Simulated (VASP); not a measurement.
# Pb (Fm-3m) in VASP: further runs

Pb is run at these levels: PBEsol; tasks: single point, relaxation of cell and atoms.

Everything below comes from runs of VASP 6.6.1. Logs are shortened: lines on timing, memory, paths and dates and some standing lists are left out, and cuts for length are marked.

## Step 1: The cell of the first run

It takes space group Fm-3m (No. 225, cubic). The conventional cell has a = 5.031 Å, b = 5.031 Å, c = 5.031 Å, α = 90.00°, β = 90.00°, γ = 90.00°. Within 4.7 Å of Pb (site symmetry m-3m) lie 12 Pb at 3.56 Å.

## Step 2: Single point, PBEsol (volume scaled by 1.06)

Contents of INCAR:

```
SYSTEM = Pb
  PREC = Accurate
  ENCUT = 520
  EDIFF = 1E-6
  ISMEAR = 0
  SIGMA = 0.1
  LREAL = .False.
  LASPH = .True.
  NELM = 80
  ALGO = Normal
  ISIF = 2
  LWAVE = .False.
  LCHARG = .False.
  GGA = PS
  NBANDS = 13
```

Contents of KPOINTS:

```
Automatic mesh
0
Gamma
  14 14 14
  0 0 0
```

Contents of POSCAR:

```
Pb
1.0
    0.0000000000      2.5152905094      2.5152905094
    2.5152905094      0.0000000000      2.5152905094
    2.5152905094      2.5152905094      0.0000000000
Pb
1
Direct
    0.0000000000      0.0000000000      0.0000000000
```

Potentials or basis: VASP PAW PBE potentials, release 64 (Pb_d).

On the command line:

```console
cat potpaw_PBE.64/Pb_d/POTCAR > POTCAR
mpirun -np 1 vasp_std > vasp.out
```

OUTCAR:

```text
SYSTEM = Pb
   PREC = Accurate
   ENCUT = 520
   EDIFF = 1E-6
   ISMEAR = 0
   LREAL = .False.
   LASPH = .True.
   NELM = 80
   ISIF = 2
   GGA = PS

 ion  position               nearest neighbor table
   1  0.000  0.000  0.000-

  LATTYP: Found a face centered cubic cell.
 ALAT       =     5.0305810188

  Lattice vectors:

 A1 = (   0.0000000000,   2.5152905094,   2.5152905094)
 A2 = (   2.5152905094,   0.0000000000,   2.5152905094)
 A3 = (   2.5152905094,   2.5152905094,   0.0000000000)

Analysis of symmetry for initial positions (statically):
=====================================================================
 Subroutine PRICEL returns:
 Original cell was already a primitive cell.

 Routine SETGRP: Setting up the symmetry group for a
 face centered cubic supercell.

 Subroutine GETGRP returns: Found 48 space group operations
 (whereof 48 operations were pure point group operations)
 out of a pool of 48 trial point group operations.

The static configuration has the point symmetry O_h .

Analysis of symmetry for dynamics (positions and initial velocities):
=====================================================================
 Subroutine PRICEL returns:
 Original cell was already a primitive cell.

 Routine SETGRP: Setting up the symmetry group for a
 face centered cubic supercell.

 Subroutine GETGRP returns: Found 48 space group operations
 (whereof 48 operations were pure point group operations)
 out of a pool of 48 trial point group operations.

The dynamic configuration has the point symmetry O_h .

 Subroutine INISYM returns: Found 48 space group operations
 (whereof 48 operations are pure point group operations),
 and found     1 'primitive' translations

----------------------------------------------------------------------------------------

                                     Primitive cell

  volume of cell :      31.8269

  direct lattice vectors                    reciprocal lattice vectors
     0.000000000  2.515290509  2.515290509    -0.198784195  0.198784195  0.198784195
     2.515290509  0.000000000  2.515290509     0.198784195 -0.198784195  0.198784195
     2.515290509  2.515290509  0.000000000     0.198784195  0.198784195 -0.198784195

  length of vectors
     3.557157952  3.557157952  3.557157952     0.344304326  0.344304326  0.344304326

  position of ions in fractional coordinates (direct lattice)
     0.000000000  0.000000000  0.000000000

  ion indices of the primitive-cell ions
   primitive index   ion index
                 1           1

----------------------------------------------------------------------------------------

 KPOINTS: Automatic mesh

Automatic generation of k-mesh.
 Grid dimensions read from file:
 generate k-points for:   14   14   14

 Generating k-lattice:

  Cartesian coordinates                     Fractional coordinates (reciprocal lattice)
    -0.014198871  0.014198871  0.014198871     0.071428571  0.000000000  0.000000000
     0.014198871 -0.014198871  0.014198871     0.000000000  0.071428571  0.000000000
     0.014198871  0.014198871 -0.014198871     0.000000000  0.000000000  0.071428571

  Length of vectors
     0.024593166  0.024593166  0.024593166

  Shift w.r.t. Gamma in fractional coordinates (k-lattice)
     0.000000000  0.000000000  0.000000000

 Subroutine IBZKPT returns following result:
 ===========================================

 Found    104 irreducible k-points:

 Following reciprocal coordinates:
            Coordinates               Weight
  0.000000  0.000000  0.000000      1.000000
  0.071429  0.000000  0.000000      8.000000
  0.142857  0.000000  0.000000      8.000000
  0.214286  0.000000  0.000000      8.000000
  0.285714  0.000000  0.000000      8.000000
  0.357143  0.000000  0.000000      8.000000
[... 16 lines left out ...]
  0.214286  0.142857  0.000000     24.000000
  0.285714  0.142857  0.000000     24.000000
 [... further k-points ...]
   k-points           NKPTS =    104   k-points in BZ     NKDIM =    104   number of bands    NBANDS=     13
   number of dos      NEDOS =    301   number of ions     NIONS =      1
   total plane-waves  NPLWV =  21952
   dimension x,y,z NGX =    28 NGY =   28 NGZ =   28
   dimension x,y,z NGXF=    56 NGYF=   56 NGZF=   56
   ions per type =               1
   NGX,Y,Z   is equivalent  to a cutoff of  13.09, 13.09, 13.09 a.u.
   NGXF,Y,Z  is equivalent  to a cutoff of  26.17, 26.17, 26.17 a.u.
 SYSTEM =  Pb
   PREC   = accura    normal or accurate (medium, high low for compatibility)
   ISTART =      0    job   : 0-new  1-cont  2-samecut
   ICHARG =      2    charge: 1-file 2-atom 10-const
   ISPIN  =      1    spin polarized calculation?
   LNONCOLLINEAR =      F non collinear calculations
   LSORBIT =      F    spin-orbit coupling
   LASPH  =      T    aspherical Exc in radial PAW
   ENCUT  =  520.0 eV  38.22 Ry    6.18 a.u.   6.61  6.61  6.61*2*pi/ulx,y,z
   NELM   =     80;   NELMIN=  2; NELMDL= -5     # of ELM steps
   EDIFF  = 0.1E-05   stopping-criterion for ELM
   LREAL  =      F    real-space projection
   EDIFFG = 0.1E-04   stopping-criterion for IOM
   NSW    =      0    number of steps for IOM
   IBRION =     -1    ionic relax: 0-MD 1-quasi-New 2-CG
   NFREE  =      0    steps in history (QN), initial steepest desc. (CG)
   ISIF   =      2    stress and relaxation
   ISYM   =      2    0-nonsym 1-usesym 2-fastsym
   POTIM  = 0.5000    time-step for ionic-motion
   TEBEG  =    0.0;   TEEND  =   0.0 temperature during run
   PSTRESS=    0.0 pullay stress
   NELECT =      14.0000    total number of electrons
   NUPDOWN=      -1.0000    fix difference up-down
   EMIN   =  10.00;   EMAX   =-10.00  energy-range for DOS
   EFERMI =   0.00;   METHOD = LEGACY
   ISMEAR =     0;   SIGMA  =   0.10  broadening in eV -4-tet -1-fermi 0-gaus
   EFERMI_NEDOS =   21; number of points for ismear=-14 and -15
   IALGO  =     38    algorithm
   IMIX   =      4    mixing-type and parameters
     AMIX     =   0.40;   BMIX     =  1.00
     AMIX_MAG =   1.60;   BMIX_MAG =  1.00
  volume/ion in A,a.u.               =      31.83       214.78
  Fermi-wavevector in a.u.,A,eV,Ry     =   1.245048  2.352799 21.090990  1.550144
  Thomas-Fermi vector in A             =   2.379287
   LORBIT       =      0    0 simple, 1 ext, 2 COOP (PROOUT), +10 PAW based schemes
   GGA     = PS    functional components
   LHFCALC =     F    Hartree Fock is set to
   AEXX    =    0.0000 exact exchange contribution
   IVDW    =     0    specifies the selected vdW correction
   LEPSILON=     F    determine dielectric tensor
   LRPA    =     F    only Hartree local field effects (RPA)
 non-spin polarized calculation
 Gauss-broadening in eV      SIGMA  =   0.10
  energy-cutoff  :      520.00
  volume of cell :       31.83
 maximum number of plane-waves:       882
   NGX = 13   NGY = 13   NGZ = 13

 number of electron      14.0000003 magnetization

 Free energy of the ion-electron system (eV)
  ---------------------------------------------------
  ext. energy  EPLUGINS =         0.00000000
  ---------------------------------------------------
  free energy    TOTEN  =        -3.98988046 eV

  energy without entropy =       -3.98761012  energy(sigma->0) =       -3.98874529

 E-fermi :   6.5715     XC(G=0): -10.1105

 val. band max:        6.5363632820   @ k =   0.3571   0.2143   0.0000
 cond. band min:       6.5746023601   @ k =   0.3571   0.2857   0.0000
 fundamental gap:      0.0382390781
 Fermi energy:         6.5714909983

 k-point     1 :       0.0000    0.0000    0.0000
  band No.  band energies     occupation
      1     -10.3831      2.00000
      2     -10.3831      2.00000
      3     -10.3831      2.00000
      4     -10.2609      2.00000
      5     -10.2609      2.00000
      6      -4.8757      2.00000
      7      13.6078      0.00000
      8      13.6078      0.00000
      9      13.6078      0.00000
     10      16.3004      0.00000
     11      17.2744      0.00000
     12      18.7007      0.00000
     13      18.7007      0.00000

 k-point     2 :       0.0714    0.0000    0.0000
  band No.  band energies     occupation
      1     -10.3831      2.00000
      2     -10.3766      2.00000
      3     -10.3766      2.00000
      4     -10.2614      2.00000
      5     -10.2614      2.00000
      6      -4.7824      2.00000
      7      12.4635      0.00000
      8      13.4909      0.00000
      9      13.4909      0.00000
     10      16.0261      0.00000
     11      17.8539      0.00000
     12      18.9100      0.00000
     13      18.9100      0.00000

 k-point     3 :       0.1429    0.0000    0.0000
  band No.  band energies     occupation
      1     -10.3836      2.00000
      2     -10.3618      2.00000
      3     -10.3618      2.00000
      4     -10.2589      2.00000
      5     -10.2589      2.00000
      6      -4.5025      2.00000
      7      10.3906      0.00000
      8      13.1933      0.00000
      9      13.1933      0.00000
     10      15.6710      0.00000
     11      18.8058      0.00000
     12      19.3716      0.00000
     13      19.3735      0.00000

 k-point     4 :       0.2143    0.0000    0.0000
  band No.  band energies     occupation
      1     -10.3859      2.00000
      2     -10.3519      2.00000
      3     -10.3519      2.00000
      4     -10.2436      2.00000
      5     -10.2436      2.00000
      6      -4.0394      2.00000
      7       8.2597      0.00000
      8      12.8181      0.00000
      9      12.8181      0.00000
     10      15.4160      0.00000
     11      18.3062      0.00000
     12      18.9419      0.00000
     13      18.9419      0.00000

 k-point     5 :       0.2857    0.0000    0.0000
  band No.  band energies     occupation
      1     -10.3906      2.00000
      2     -10.3543      2.00000
      3     -10.3543      2.00000
      4     -10.2126      2.00000
      5     -10.2126      2.00000
      6      -3.4062      2.00000
      7       6.2681      1.99998
      8      12.4500      0.00000
      9      12.4500      0.00000
     10      15.2859      0.00000
     11      17.4108      0.00000
     12      18.3205      0.00000
     13      18.3205      0.00000
[... 257 lines left out ...]
 k-point    22 :       0.1429    0.1429    0.0000
  band No.  band energies     occupation
      1     -10.4098      2.00000
      2     -10.3347      2.00000
      3     -10.3347      2.00000
      4     -10.2897      2.00000
      5     -10.2407      2.00000
      6      -4.3784      2.00000
      7      11.2108      0.00000
      8      12.0078      0.00000
      9      12.0078      0.00000
     10      15.0400      0.00000
     11      16.8841      0.00000
     12      20.5591      0.00000
     13      20.8449      0.00000

 k-point    23 :       0.2143    0.1429    0.0000
  band No.  band energies     occupation
      1     -10.4177      2.00000
      2     -10.3206      2.00000
      3     -10.3144      2.00000
      4     -10.2937      2.00000
      5     -10.2267      2.00000
      6      -4.0383      2.00000
      7       9.6135      0.00000
      8      11.4827      0.00000
      9      11.7434      0.00000
     10      15.0458      0.00000
     11      16.0334      0.00000
     12      20.2710      0.00000
     13      21.2894      0.00000

 k-point    24 :       0.2857    0.1429    0.0000
  band No.  band energies     occupation
      1     -10.4176      2.00000
      2     -10.3317      2.00000
      3     -10.3075      2.00000
      4     -10.2702      2.00000
      5     -10.2000      2.00000
      6      -3.5207      2.00000
      7       7.6914      0.00000
      8      11.0883      0.00000
      9      11.2797      0.00000
     10      14.8673      0.00000
     11      16.3784      0.00000
     12      19.8230      0.00000
     13      20.7001      0.00000

 [... further k-points ...]

------------------------ aborting loop because EDIFF is reached ----------------------------------------

  FORCE on cell =-STRESS in cart. coord.  units (eV):
  Direction    XX          YY          ZZ          XY          YZ          ZX
  --------------------------------------------------------------------------------------
  -------------------------------------------------------------------------------------
  Total       -0.4865081     -0.4865081     -0.4865081     -0.0000000      0.0000000     -0.0000000
  in kB      -24.4909837    -24.4909837    -24.4909837     -0.0000000      0.0000000     -0.0000000
  external PRESSURE =     -24.4909837 kB  Pullay stress =       0.0000000 kB

 VOLUME and BASIS-vectors are now :
 -----------------------------------------------------------------------------
  energy-cutoff  :      520.00
  volume of cell :       31.83
      direct lattice vectors                 reciprocal lattice vectors
     0.000000000  2.515290509  2.515290509    -0.198784195  0.198784195  0.198784195
     2.515290509  0.000000000  2.515290509     0.198784195 -0.198784195  0.198784195
     2.515290509  2.515290509  0.000000000     0.198784195  0.198784195 -0.198784195

 POSITION                                       TOTAL-FORCE (eV/Angst)
 -----------------------------------------------------------------------------------
      0.00000      0.00000      0.00000        -0.000000      0.000000      0.000000
 -----------------------------------------------------------------------------------
    total drift:                               -0.000000      0.000000      0.000000

  FREE ENERGIE OF THE ION-ELECTRON SYSTEM (eV)
  ---------------------------------------------------
  free  energy   TOTEN  =        -3.9898804629 eV

  energy  without entropy=       -3.9876101229  energy(sigma->0) =       -3.98874529
```

It took 82 s on 1 thread of AMD EPYC 7R13 (Zen 3), shared host; peak memory 0.15 GiB.

What came out:

```
Free energy            : -3.9899 eV
Pressure               : -2.4 GPa
Band gap on the k mesh : zero (band 7 reaches 13.61 eV, above the bottom of band 8 at 5.10 eV)
```

Levels at points of the mesh, in eV from the Fermi level:
| k point | band 4 | band 5 | band 6 | band 7 | band 8 | band 9 | band 10 | band 11 |
| --- | --- | --- | --- | --- | --- | --- | --- | --- |
| (0.00, 0.00, 0.00) | -16.83 | -16.83 | -11.45 | 7.04 | 7.04 | 7.04 | 9.73 | 10.70 |
| (0.50, 0.00, 0.00) | -16.71 | -16.71 | -8.09 | -3.98 | 5.31 | 5.31 | 9.04 | 9.19 |
| (0.50, 0.50, 0.00) | -16.68 | -16.68 | -6.79 | -3.09 | 1.99 | 1.99 | 5.22 | 6.50 |

Caveat: the cell differs from its parent crystal (volume scaled by 1.06); the PAW data sets were made with another functional, which shifts forces and pressure a little; spin-orbit coupling is left out, which moves the levels of the heavy elements.

## Step 3: Single point, PBEsol

This run uses another cell than the first one, of 30.03 Å³/atom, 0.943 times its volume.

Contents of INCAR:

```
SYSTEM = Pb
PREC = Accurate ; ENCUT = 520
EDIFF = 1E-7 ; ISMEAR = 0
SIGMA = 0.1 ; LREAL = .False.
LASPH = .True. ; NELM = 60
ALGO = Normal ; ISIF = 2
LWAVE = .False. ; LCHARG = .False.
GGA = PS ; NBANDS = 13
```

Contents of KPOINTS:

```
regular mesh
0
Gamma
  14 14 14
  0 0 0
```

Contents of POSCAR:

```
Pb
1.0
    0.0000000000      2.4669074912      2.4669074912
    2.4669074912      0.0000000000      2.4669074912
    2.4669074912      2.4669074912      0.0000000000
Pb
1
Direct
    0.0000000000      0.0000000000      0.0000000000
```

Potentials or basis: VASP PAW PBE potentials, release 64 (Pb_d).

On the command line:

```console
cat potpaw_PBE.64/Pb_d/POTCAR > POTCAR
mpirun -np 1 vasp_std > vasp.out
```

Run time: 15 s. Hardware: 1 thread of Intel Xeon 6975P-C (Granite Rapids), shared host; peak memory 0.18 GiB.

It converged, with:

```yaml
Free_energy: -4.0037 eV
Pressure: 0.0 GPa
Band_gap_on_the_k_mesh: zero (band 7 reaches 14.70 eV, above the bottom of band 8 at 5.62 eV)
```

Levels at points of the mesh, in eV from the Fermi level:
```
           k point  band 5  band 6  band 7  band 8  band 9  band 10
(0.00, 0.00, 0.00)  -16.88  -11.87    7.46    7.46    7.46     9.74
(0.50, 0.00, 0.00)  -16.74   -8.18   -4.30    5.59    5.59     9.20
(0.50, 0.50, 0.00)  -16.71   -6.74   -3.36    2.02    2.02     5.36
```

Caveat: the PAW data sets were made with another functional, which shifts forces and pressure a little; spin-orbit coupling is left out, which moves the levels of the heavy elements.

## Step 4: Relaxation of cell and atoms, PBEsol

This run uses another cell than the first one, of 30.32 Å³/atom, 0.953 times its volume.

Contents of INCAR:

```
PREC = Accurate
ENCUT = 600
EDIFF = 1E-6
ISMEAR = 0
SIGMA = 0.1
LREAL = F
LASPH = T
NELM = 100
ALGO = Normal
ISIF = 3
LWAVE = F
LCHARG = F
GGA = PS
IBRION = 2
NSW = 100
EDIFFG = -0.005
```

Contents of KPOINTS:

```
regular mesh
0
Gamma
  14 14 14
```

Contents of POSCAR:

```
Pb
1.0
    0.0000000000      2.4750200000      2.4750200000
    2.4750200000      0.0000000000      2.4750200000
    2.4750200000      2.4750200000      0.0000000000
Pb
1
Direct
    0.0000000000      0.0000000000      0.0000000000
```

On the command line:

```console
cat potpaw_PBE.64/Pb_d/POTCAR > POTCAR
mpirun -np 1 vasp_std > vasp.out
```

Wall time 27 s (1 thread of Intel Xeon 6975P-C (Granite Rapids), shared host); peak memory 0.19 GiB.

It converged, with:

| Property | Result |
| --- | --- |
| Free energy | -4.0038 eV |
| Relaxed volume | 30.04 Å³/atom |
| Relaxed cell | a = 3.489 Å, b = 3.489 Å, c = 3.489 Å, α = 60.00°, β = 60.00°, γ = 60.00° |
| Space group after relaxing (to 0.05 Å) | Fm-3m (No. 225) |
| Energy gained by relaxing | 0.4 meV/atom |
| Ionic steps | 3 |
| Pressure after relaxing | 0.0 GPa |
| Band gap on the k mesh | zero (band 7 reaches 14.69 eV, above the bottom of band 8 at 5.61 eV) |

The path:
```tsv
step	energy change (eV)	largest force (eV/Å)	pressure (GPa)	volume (Å³)
1	0.0000	0.0000	-0.44	30.32
2	-0.0004	0.0000	0.14	29.96
3	-0.0004	0.0000	0.00	30.04
```

Final structure:
```xyz
1
Lattice="0.0000 2.4674 2.4674 2.4674 0.0000 2.4674 2.4674 2.4674 0.0000" Properties=species:S:1:pos:R:3 pbc="T T T"
Pb    0.0000    0.0000    0.0000
```

Levels at points of the mesh, in eV from the Fermi level:
```
           k point  band 3  band 4  band 5  band 6  band 7  band 8  band 9  band 10  band 11
(0.00, 0.00, 0.00)  -17.03  -16.88  -16.88  -11.86    7.45    7.45    7.45     9.74    11.40
(0.50, 0.00, 0.00)  -17.02  -16.74  -16.74   -8.18   -4.30    5.59    5.59     9.20     9.51
(0.50, 0.50, 0.00)  -16.75  -16.71  -16.71   -6.74   -3.36    2.02    2.02     5.36     6.64
```

Caveat: the PAW data sets were made with another functional, which shifts forces and pressure a little; spin-orbit coupling is left out, which moves the levels of the heavy elements.

## Step 5: Overview

| task | cell | cutoff (eV) | gap on the mesh (eV) | pressure (GPa) |
| --- | --- | --- | --- | --- |
| single point | a = 3.557 Å, angles 60.0°, 1 atom | 520 | none | -2.4 |
| single point | a = 3.489 Å, angles 60.0°, 1 atom | 520 | none | 0.0 |
| relaxation of cell and atoms | relaxed from a = 3.500 Å, angles 60.0°, 1 atom | 600 | none | 0.0 |

Alike in all rows: level PBEsol; potentials or basis VASP PAW PBE potentials, release 64 (Pb_d); no spin polarisation; k mesh 14 × 14 × 14; smearing gaussian 0.1 eV.

Caveats: the PAW data sets were made with another functional, which shifts forces and pressure a little; spin-orbit coupling is left out, which moves the levels of the heavy elements.

Absolute energies hang on the potentials; compare differences alone.
